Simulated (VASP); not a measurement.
# GaP (F-43m) in VASP: single point with PBE

Aim: the single point of GaP with PBE.

Program: VASP 6.6.1. These are calculated values, not measurements. Logs are shortened: lines on timing, memory, paths and dates and some standing lists are left out, and cuts for length are marked.

## 1. The cell of the first run

Symmetry: F-43m, No. 216, cubic system. The conventional cell has a = 5.451 Å, b = 5.451 Å, c = 5.451 Å, α = 90.00°, β = 90.00°, γ = 90.00°. Ga (site symmetry -43m) has 4 P at 2.36 Å within 3.1 Å. Within 3.1 Å of P (site symmetry -43m) lie 4 Ga at 2.36 Å.

## 2. Single point, PBE

INCAR

```
ALGO     = Normal         # electronic algorithm
EDIFF    = 1E-6           # SCF threshold, eV
ENCUT    = 500            # plane-wave cutoff, eV
GGA      = PE             # functional
GGA_COMPAT= F            
ISIF     = 2              # what is computed and relaxed
ISMEAR   = 0              # smearing method
LASPH    = T              # aspherical terms in the spheres
LCHARG   = T              # write CHGCAR
LELF     = T              # ELF
LREAL    = F              # projectors in reciprocal space
LVHAR    = T            
LWAVE    = F              # write WAVECAR
NBANDS   = 16             # bands
NELM     = 120            # most SCF steps
PREC     = Accurate       # precision mode
SIGMA    = 0.01           # smearing width, eV
```

KPOINTS

```
k-points
0
Gamma
  3 3 3
```

POSCAR

```
GaP
1.0
    0.0000000000      2.7252500000      2.7252500000
    2.7252500000      0.0000000000      2.7252500000
    2.7252500000      2.7252500000      0.0000000000
Ga P
1 1
Direct
    0.0000000000      0.0000000000      0.0000000000
    0.2500000000      0.2500000000      0.2500000000
```

Potentials or basis: VASP PAW PBE potentials, release 64 (Ga_d, P).

Started as:

```bash
> cat potpaw_PBE.64/Ga_d/POTCAR potpaw_PBE.64/P/POTCAR > POTCAR
> mpirun -np 1 vasp_std > vasp.out
```

OUTCAR:

```text
EDIFF = 1E-6
   ENCUT = 500
   GGA = PE
   ISIF = 2
   ISMEAR = 0
   LASPH = T
   LREAL = F
   NELM = 120
   PREC = Accurate

 ion  position               nearest neighbor table
   1  0.000  0.000  0.000-   2 2.36   2 2.36   2 2.36   2 2.36
   2  0.250  0.250  0.250-   1 2.36   1 2.36   1 2.36   1 2.36

  LATTYP: Found a face centered cubic cell.
 ALAT       =     5.4505000000

  Lattice vectors:

 A1 = (   0.0000000000,   2.7252500000,   2.7252500000)
 A2 = (   2.7252500000,   0.0000000000,   2.7252500000)
 A3 = (   2.7252500000,   2.7252500000,   0.0000000000)

Analysis of symmetry for initial positions (statically):
[... 5 lines left out ...]
 face centered cubic supercell.

 Subroutine GETGRP returns: Found 24 space group operations
 (whereof 24 operations were pure point group operations)
 out of a pool of 48 trial point group operations.

The static configuration has the point symmetry T_d .

Analysis of symmetry for dynamics (positions and initial velocities):
[... 5 lines left out ...]
 face centered cubic supercell.

 Subroutine GETGRP returns: Found 24 space group operations
 (whereof 24 operations were pure point group operations)
 out of a pool of 48 trial point group operations.

The dynamic configuration has the point symmetry T_d .

 Subroutine INISYM returns: Found 24 space group operations
 (whereof 24 operations are pure point group operations),
 and found     1 'primitive' translations

----------------------------------------------------------------------------------------

                                     Primitive cell

  volume of cell :      40.4808

  direct lattice vectors                    reciprocal lattice vectors
     0.000000000  2.725250000  2.725250000    -0.183469406  0.183469406  0.183469406
     2.725250000  0.000000000  2.725250000     0.183469406 -0.183469406  0.183469406
     2.725250000  2.725250000  0.000000000     0.183469406  0.183469406 -0.183469406

  length of vectors
     3.854085511  3.854085511  3.854085511     0.317778334  0.317778334  0.317778334

  position of ions in fractional coordinates (direct lattice)
     0.000000000  0.000000000  0.000000000
     0.250000000  0.250000000  0.250000000

  ion indices of the primitive-cell ions
   primitive index   ion index
                 1           1
                 2           2

----------------------------------------------------------------------------------------

 KPOINTS: k-points

Automatic generation of k-mesh.
 Grid dimensions read from file:
 generate k-points for:    3    3    3

 Generating k-lattice:

  Cartesian coordinates                     Fractional coordinates (reciprocal lattice)
    -0.061156469  0.061156469  0.061156469     0.333333333  0.000000000  0.000000000
     0.061156469 -0.061156469  0.061156469     0.000000000  0.333333333  0.000000000
     0.061156469  0.061156469 -0.061156469     0.000000000  0.000000000  0.333333333

  Length of vectors
     0.105926111  0.105926111  0.105926111

  Shift w.r.t. Gamma in fractional coordinates (k-lattice)
     0.000000000  0.000000000  0.000000000

 Subroutine IBZKPT returns following result:
 ===========================================

 Found      4 irreducible k-points:

 Following reciprocal coordinates:
            Coordinates               Weight
  0.000000  0.000000  0.000000      1.000000
  0.333333  0.000000  0.000000      8.000000
  0.333333  0.333333  0.000000      6.000000
 -0.333333  0.333333  0.000000     12.000000
   k-points           NKPTS =      4   k-points in BZ     NKDIM =      4   number of bands    NBANDS=     16
   number of dos      NEDOS =    301   number of ions     NIONS =      2
   total plane-waves  NPLWV =  21952
   dimension x,y,z NGX =    28 NGY =   28 NGZ =   28
   dimension x,y,z NGXF=    56 NGYF=   56 NGZF=   56
   ions per type =               1   1
   NGX,Y,Z   is equivalent  to a cutoff of  12.08, 12.08, 12.08 a.u.
   NGXF,Y,Z  is equivalent  to a cutoff of  24.16, 24.16, 24.16 a.u.
 SYSTEM =  unknown system
   PREC   = accura    normal or accurate (medium, high low for compatibility)
   ISTART =      0    job   : 0-new  1-cont  2-samecut
   ICHARG =      2    charge: 1-file 2-atom 10-const
   ISPIN  =      1    spin polarized calculation?
   LNONCOLLINEAR =      F non collinear calculations
   LSORBIT =      F    spin-orbit coupling
   LASPH  =      T    aspherical Exc in radial PAW
   ENCUT  =  500.0 eV  36.75 Ry    6.06 a.u.   7.03  7.03  7.03*2*pi/ulx,y,z
   NELM   =    120;   NELMIN=  2; NELMDL= -5     # of ELM steps
   EDIFF  = 0.1E-05   stopping-criterion for ELM
   LREAL  =      F    real-space projection
   EDIFFG = 0.1E-04   stopping-criterion for IOM
   NSW    =      0    number of steps for IOM
   IBRION =     -1    ionic relax: 0-MD 1-quasi-New 2-CG
   NFREE  =      0    steps in history (QN), initial steepest desc. (CG)
   ISIF   =      2    stress and relaxation
   ISYM   =      2    0-nonsym 1-usesym 2-fastsym
   POTIM  = 0.5000    time-step for ionic-motion
   TEBEG  =    0.0;   TEEND  =   0.0 temperature during run
   PSTRESS=    0.0 pullay stress
   NELECT =      18.0000    total number of electrons
   NUPDOWN=      -1.0000    fix difference up-down
   EMIN   =  10.00;   EMAX   =-10.00  energy-range for DOS
   EFERMI =   0.00;   METHOD = LEGACY
   ISMEAR =     0;   SIGMA  =   0.01  broadening in eV -4-tet -1-fermi 0-gaus
   EFERMI_NEDOS =   21; number of points for ismear=-14 and -15
   IALGO  =     38    algorithm
   IMIX   =      4    mixing-type and parameters
     AMIX     =   0.40;   BMIX     =  1.00
     AMIX_MAG =   1.60;   BMIX_MAG =  1.00
  volume/ion in A,a.u.               =      20.24       136.59
  Fermi-wavevector in a.u.,A,eV,Ry     =   1.249538  2.361284 21.243377  1.561344
  Thomas-Fermi vector in A             =   2.383574
   LORBIT       =      0    0 simple, 1 ext, 2 COOP (PROOUT), +10 PAW based schemes
   GGA     = PE    functional components
   LHFCALC =     F    Hartree Fock is set to
   AEXX    =    0.0000 exact exchange contribution
   IVDW    =     0    specifies the selected vdW correction
   LEPSILON=     F    determine dielectric tensor
   LRPA    =     F    only Hartree local field effects (RPA)
 non-spin polarized calculation
 Gauss-broadening in eV      SIGMA  =   0.01
  energy-cutoff  :      500.00
  volume of cell :       40.48
 maximum number of plane-waves:      1031
   NGX = 13   NGY = 13   NGZ = 13

 number of electron      18.0000016 magnetization

 Free energy of the ion-electron system (eV)
  ---------------------------------------------------
  ext. energy  EPLUGINS =         0.00000000
  ---------------------------------------------------
  free energy    TOTEN  =        -8.61484261 eV

  energy without entropy =       -8.61484261  energy(sigma->0) =       -8.61484261

 E-fermi :   4.8246     XC(G=0):  -9.7704

 val. band max:        4.7772726360   @ k =   0.0000   0.0000   0.0000
 cond. band min:       6.4723581462   @ k =   0.3333   0.3333   0.0000
 fundamental gap:      1.6950855103
 Fermi energy:         4.8245952597

 k-point     1 :       0.0000    0.0000    0.0000
  band No.  band energies     occupation
      1      -9.8977      2.00000
      2      -9.8977      2.00000
      3      -9.8977      2.00000
      4      -9.8017      2.00000
      5      -9.8017      2.00000
      6      -7.7367      2.00000
[... 8 lines left out ...]
     15      14.4993      0.00000
     16      14.4993      0.00000

 k-point     2 :       0.3333    0.0000    0.0000
  band No.  band energies     occupation
      1      -9.9569      2.00000
      2      -9.8777      2.00000
      3      -9.8777      2.00000
      4      -9.7979      2.00000
      5      -9.7979      2.00000
      6      -6.4290      2.00000
[... 8 lines left out ...]
     15      14.3640      0.00000
     16      14.4396      0.00000

 k-point     3 :       0.3333    0.3333    0.0000
  band No.  band energies     occupation
      1      -9.9869      2.00000
      2      -9.8500      2.00000
      3      -9.8500      2.00000
      4      -9.8270      2.00000
      5      -9.7855      2.00000
      6      -5.9630      2.00000
[... 8 lines left out ...]
     15      16.1243      0.00000
     16      19.1784      0.00000

 k-point     4 :      -0.3333    0.3333    0.0000
  band No.  band energies     occupation
      1      -9.9857      2.00000
      2      -9.8601      2.00000
      3      -9.8486      2.00000
      4      -9.8122      2.00000
      5      -9.7947      2.00000
      6      -4.9844      2.00000
[... 8 lines left out ...]
     15      14.3086      0.00000
     16      19.7999      0.00000

------------------------ aborting loop because EDIFF is reached ----------------------------------------

  FORCE on cell =-STRESS in cart. coord.  units (eV):
  Direction    XX          YY          ZZ          XY          YZ          ZX
  --------------------------------------------------------------------------------------
  -------------------------------------------------------------------------------------
  Total        1.0024445      1.0024445      1.0024445     -0.0000000      0.0000000     -0.0000000
  in kB       39.6754529     39.6754529     39.6754529     -0.0000000      0.0000000     -0.0000000
  external PRESSURE =      39.6754529 kB  Pullay stress =       0.0000000 kB

 VOLUME and BASIS-vectors are now :
 -----------------------------------------------------------------------------
  energy-cutoff  :      500.00
  volume of cell :       40.48
      direct lattice vectors                 reciprocal lattice vectors
     0.000000000  2.725250000  2.725250000    -0.183469406  0.183469406  0.183469406
     2.725250000  0.000000000  2.725250000     0.183469406 -0.183469406  0.183469406
     2.725250000  2.725250000  0.000000000     0.183469406  0.183469406 -0.183469406

 POSITION                                       TOTAL-FORCE (eV/Angst)
 -----------------------------------------------------------------------------------
      0.00000      0.00000      0.00000        -0.000000     -0.000000     -0.000000
      1.36262      1.36262      1.36262         0.000000      0.000000      0.000000
 -----------------------------------------------------------------------------------
    total drift:                                0.000001      0.000001      0.000001

  FREE ENERGIE OF THE ION-ELECTRON SYSTEM (eV)
  ---------------------------------------------------
  free  energy   TOTEN  =        -8.6148426082 eV

  energy  without entropy=       -8.6148426082  energy(sigma->0) =       -8.61484261
```

It took 13 s on 1 thread of Intel Xeon 8259CL, shared host; peak memory 0.15 GiB.

Results:

| Item | Value |
| --- | --- |
| Free energy | -8.6148 eV |
| Pressure | 4.0 GPa |
| Band gap on the k mesh | 1.70 eV, indirect (least direct gap 1.80 eV) |

Caveat: the k points lie up to 0.67 Å⁻¹ apart. A k mesh can miss the band edges.
